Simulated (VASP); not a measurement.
# In in VASP: notebook, part 2 of 2

VASP 6.6.1. The steps go on from the part before.

### Step 3. Single point, r2SCAN

Contents of POSCAR:

```
In
1.0
    3.4013916276      0.0000000000      0.0000000000
    0.3525311873      3.3830735679      0.0000000000
    0.0000000000      0.0000000000     26.3854997558
In
6
Direct
    0.5000000000      0.5000000000      0.2842470322
    0.0000000000      0.0000000000      0.3705482193
    0.5000000000      0.5000000000      0.4568494064
    0.0000000000      0.0000000000      0.5431505936
    0.5000000000      0.5000000000      0.6294517807
    0.0000000000      0.0000000000      0.7157529678
```

Contents of INCAR.step1:

```
  PREC = Accurate
  ENCUT = 520
  ISMEAR = 0
  SIGMA = 0.1
  LREAL = F
  LASPH = T
  NELM = 100
  LDIPOL = T
  IDIPOL = 3
  DIPOL = 0.5 0.5 0.500
  NBANDS = 48
  GGA = PE
  ALGO = Normal
  EDIFF = 1E-4
  LWAVE = T
  LCHARG = F
```

Contents of INCAR.step2:

```
  PREC = Accurate
  ENCUT = 520
  EDIFF = 1E-7
  ISMEAR = 0
  SIGMA = 0.1
  LREAL = F
  LASPH = T
  NELM = 100
  ALGO = Normal
  ISIF = 2
  LWAVE = F
  LCHARG = T
  LDIPOL = T
  IDIPOL = 3
  DIPOL = 0.5 0.5 0.500
  METAGGA = R2SCAN
  LMIXTAU = T
  LELF = T
  LVHAR = T
  LVACPOTAV = T
  NBANDS = 48
  ISTART = 1
```

Contents of KPOINTS:

```
Automatic mesh
0
Gamma
  10 10 1
```

Potentials or basis: VASP PAW PBE potentials, release 64 (In_d).

The run is started by

```bash
$ cat potpaw_PBE.64/In_d/POTCAR > POTCAR
$ cp INCAR.step1 INCAR
$ mpirun -np 1 vasp_std > vasp.out
$ cp INCAR.step2 INCAR
$ mpirun -np 1 vasp_std > vasp.out
```

OUTCAR:

```text
PREC = Accurate
   ENCUT = 520
   EDIFF = 1E-7
   ISMEAR = 0
   LREAL = F
   LASPH = T
   NELM = 100
   ISIF = 2
   METAGGA = R2SCAN
   ISTART = 1

 ion  position               nearest neighbor table
   1  0.500  0.500  0.284-   2 3.22   2 3.22   2 3.40   2 3.40
   2  0.000  0.000  0.371-   1 3.22   1 3.22   3 3.22   3 3.22   1 3.40   1 3.40   3 3.40   3 3.40

   3  0.500  0.500  0.457-   2 3.22   2 3.22   4 3.22   4 3.22   2 3.40   2 3.40   4 3.40   4 3.40

   4  0.000  0.000  0.543-   5 3.22   5 3.22   3 3.22   3 3.22   5 3.40   5 3.40   3 3.40   3 3.40

   5  0.500  0.500  0.629-   6 3.22   6 3.22   4 3.22   4 3.22   6 3.40   6 3.40   4 3.40   4 3.40

   6  0.000  0.000  0.716-   5 3.22   5 3.22   5 3.40   5 3.40

  LATTYP: Found a base centered orthorhombic cell.
 ALAT       =     4.5541999023
 B/A-ratio  =     1.1096190312
 C/A-ratio  =     5.7936630631

  Lattice vectors:

 A1 = (  -0.3525311873,  -3.3830735679,   0.0000000000)
 A2 = (   3.4013916276,   0.0000000000,   0.0000000000)
 A3 = (   0.0000000000,   0.0000000000,  26.3854997558)

Analysis of symmetry for initial positions (statically):
=====================================================================
 Subroutine PRICEL returns:
 Original cell was already a primitive cell.

 Routine SETGRP: Setting up the symmetry group for a
 base centered orthorhombic supercell.

 Subroutine GETGRP returns: Found  8 space group operations
 (whereof  4 operations were pure point group operations)
 out of a pool of  8 trial point group operations.

The static configuration has the point symmetry C_2v.
 The point group associated with its full space group is D_2h.

Analysis of symmetry for dynamics (positions and initial velocities):
=====================================================================
 Subroutine PRICEL returns:
 Original cell was already a primitive cell.

 Routine SETGRP: Setting up the symmetry group for a
 base centered orthorhombic supercell.

 Subroutine GETGRP returns: Found  8 space group operations
 (whereof  4 operations were pure point group operations)
 out of a pool of  8 trial point group operations.

The dynamic configuration has the point symmetry C_2v.
 The point group associated with its full space group is D_2h.

 Subroutine INISYM returns: Found  8 space group operations
 (whereof  4 operations are pure point group operations),
 and found     1 'primitive' translations

----------------------------------------------------------------------------------------

                                     Primitive cell

  volume of cell :     303.6221

  direct lattice vectors                    reciprocal lattice vectors
     3.401391628  0.000000000  0.000000000     0.293997313 -0.030635817  0.000000000
     0.352531187  3.383073568  0.000000000     0.000000000  0.295589197  0.000000000
     0.000000000  0.000000000 26.385499756     0.000000000  0.000000000  0.037899604

  length of vectors
     3.401391628  3.401391628 26.385499756     0.295589197  0.295589197  0.037899604

  position of ions in fractional coordinates (direct lattice)
     0.500000000  0.500000000  0.284247032
     0.000000000  0.000000000  0.370548219
     0.500000000  0.500000000  0.456849406
     0.000000000  0.000000000  0.543150594
[... 63 lines left out ...]
  0.400000  0.300000  0.000000      4.000000
 [... further k-points ...]
   k-points           NKPTS =     31   k-points in BZ     NKDIM =     31   number of bands    NBANDS=     48
   number of dos      NEDOS =    301   number of ions     NIONS =      6
   total plane-waves  NPLWV = 153664
   dimension x,y,z NGX =    28 NGY =   28 NGZ =  196
   dimension x,y,z NGXF=    56 NGYF=   56 NGZF=  392
   ions per type =               6
   NGX,Y,Z   is equivalent  to a cutoff of  13.69, 13.69, 12.35 a.u.
   NGXF,Y,Z  is equivalent  to a cutoff of  27.37, 27.37, 24.70 a.u.
 SYSTEM =  unknown system
   PREC   = accura    normal or accurate (medium, high low for compatibility)
   ISTART =      1    job   : 0-new  1-cont  2-samecut
   ICHARG =      0    charge: 1-file 2-atom 10-const
   ISPIN  =      1    spin polarized calculation?
   LNONCOLLINEAR =      F non collinear calculations
   LSORBIT =      F    spin-orbit coupling
   LASPH  =      T    aspherical Exc in radial PAW
   ENCUT  =  520.0 eV  38.22 Ry    6.18 a.u.   6.32  6.32 49.06*2*pi/ulx,y,z
   NELM   =    100;   NELMIN=  2; NELMDL=  0     # of ELM steps
   EDIFF  = 0.1E-06   stopping-criterion for ELM
   LREAL  =      F    real-space projection
   EDIFFG = 0.1E-05   stopping-criterion for IOM
   NSW    =      0    number of steps for IOM
   IBRION =     -1    ionic relax: 0-MD 1-quasi-New 2-CG
   NFREE  =      0    steps in history (QN), initial steepest desc. (CG)
   ISIF   =      2    stress and relaxation
   ISYM   =      2    0-nonsym 1-usesym 2-fastsym
   POTIM  = 0.5000    time-step for ionic-motion
   TEBEG  =    0.0;   TEEND  =   0.0 temperature during run
   PSTRESS=    0.0 pullay stress
   NELECT =      78.0000    total number of electrons
   NUPDOWN=      -1.0000    fix difference up-down
   EMIN   =  10.00;   EMAX   =-10.00  energy-range for DOS
   EFERMI =   0.00;   METHOD = LEGACY
   ISMEAR =     0;   SIGMA  =   0.10  broadening in eV -4-tet -1-fermi 0-gaus
   EFERMI_NEDOS =   21; number of points for ismear=-14 and -15
   IALGO  =     38    algorithm
   IMIX   =      4    mixing-type and parameters
     AMIX     =   0.40;   BMIX     =  1.00
     AMIX_MAG =   1.60;   BMIX_MAG =  1.00
  volume/ion in A,a.u.               =      50.60       341.49
  Fermi-wavevector in a.u.,A,eV,Ry     =   1.040707  1.966651 14.736082  1.083071
  Thomas-Fermi vector in A             =   2.175295
   LORBIT       =      0    0 simple, 1 ext, 2 COOP (PROOUT), +10 PAW based schemes
   METAGGA = R2SCAN    functional components
   LHFCALC =     F    Hartree Fock is set to
   AEXX    =    0.0000 exact exchange contribution
   IVDW    =     0    specifies the selected vdW correction
   LEPSILON=     F    determine dielectric tensor
   LRPA    =     F    only Hartree local field effects (RPA)
 non-spin polarized calculation
 Gauss-broadening in eV      SIGMA  =   0.10
  energy-cutoff  :      520.00
  volume of cell :      303.62
 maximum number of plane-waves:      8247
 NGX is ok and might be reduce to    28
   NGX = 13   NGY = 13   NGZ = 99

 dipolmoment           0.000000      0.000000      0.000000 electrons x Angstroem

 number of electron      77.9999967 magnetization

 dipolmoment           0.000000      0.000000     -0.000000 electrons x Angstroem

 Free energy of the ion-electron system (eV)
  ---------------------------------------------------
  ext. energy  EPLUGINS =         0.00000000
  ---------------------------------------------------
  free energy    TOTEN  =      -134.88136428 eV

  energy without entropy =     -134.86555419  energy(sigma->0) =     -134.87345924

 E-fermi :   1.8665     XC(G=0):  -6.2822

 val. band max:        1.8627807619   @ k =   0.5000   0.5000   0.0000
 cond. band min:       1.8667609171   @ k =   0.3000   0.0000   0.0000
 fundamental gap:      0.0039801552
 Fermi energy:         1.8664722482

 k-point     1 :       0.0000    0.0000    0.0000
  band No.  band energies     occupation
      1     -13.5219      2.00000
      2     -13.4604      2.00000
      3     -13.4396      2.00000
      4     -13.4061      2.00000
      5     -13.3924      2.00000
      6     -13.3620      2.00000
[... 1213 lines left out ...]
     47       4.8819      0.00000
     48       4.9401      0.00000

 [... further k-points ...]

------------------------ aborting loop because EDIFF is reached ----------------------------------------

  FORCE on cell =-STRESS in cart. coord.  units (eV):
  Direction    XX          YY          ZZ          XY          YZ          ZX
  --------------------------------------------------------------------------------------
  -------------------------------------------------------------------------------------
  Total       -2.0416523     -2.0084474      0.6146626     -0.1593255      0.0000000      0.0000000
  in kB      -10.7735531    -10.5983351      3.2435003     -0.8407417      0.0000000      0.0000000
  external PRESSURE =      -6.0427960 kB  Pullay stress =       0.0000000 kB

 VOLUME and BASIS-vectors are now :
 -----------------------------------------------------------------------------
  energy-cutoff  :      520.00
  volume of cell :      303.62
      direct lattice vectors                 reciprocal lattice vectors
     3.401391628  0.000000000  0.000000000     0.293997313 -0.030635817  0.000000000
     0.352531187  3.383073568  0.000000000     0.000000000  0.295589197  0.000000000
     0.000000000  0.000000000 26.385499756     0.000000000  0.000000000  0.037899604

 POSITION                                       TOTAL-FORCE (eV/Angst)
 -----------------------------------------------------------------------------------
      1.87696      1.69154      7.50000        -0.000000      0.000000     -0.032280
      0.00000      0.00000      9.77710        -0.000000      0.000000     -0.037856
      1.87696      1.69154     12.05420        -0.000000      0.000000     -0.057435
      0.00000      0.00000     14.33130         0.000000      0.000000      0.057435
      1.87696      1.69154     16.60840         0.000000      0.000000      0.037856
      0.00000      0.00000     18.88550         0.000000      0.000000      0.032280
 -----------------------------------------------------------------------------------
    total drift:                                0.000000      0.000000      0.000000

  FREE ENERGIE OF THE ION-ELECTRON SYSTEM (eV)
  ---------------------------------------------------
  free  energy   TOTEN  =      -134.8813642791 eV

  energy  without entropy=     -134.8655541945  energy(sigma->0) =     -134.87345924

 vacuum level on the upper side and lower side of the slab         5.994         5.994
```

Wall time 50 min (1 thread of AMD EPYC 9R45 (Zen 5), shared host); peak memory 0.58 GiB.

Results:

```
Free energy            : -134.8814 eV
Largest force          : 0.057 eV/Å
Band gap on the k mesh : zero (band 39 reaches 5.02 eV, above the bottom of band 40 at 0.65 eV)
```

Forces on the atoms (eV/Å):
```
In   0.000  0.000 -0.032
In   0.000  0.000 -0.038
In   0.000  0.000 -0.057
In   0.000  0.000  0.057
In   0.000  0.000  0.038
In   0.000  0.000  0.032
```

Caveat: the PAW data sets were made with another functional, which shifts forces and pressure a little; spin-orbit coupling is left out, which moves the levels of the heavy elements.
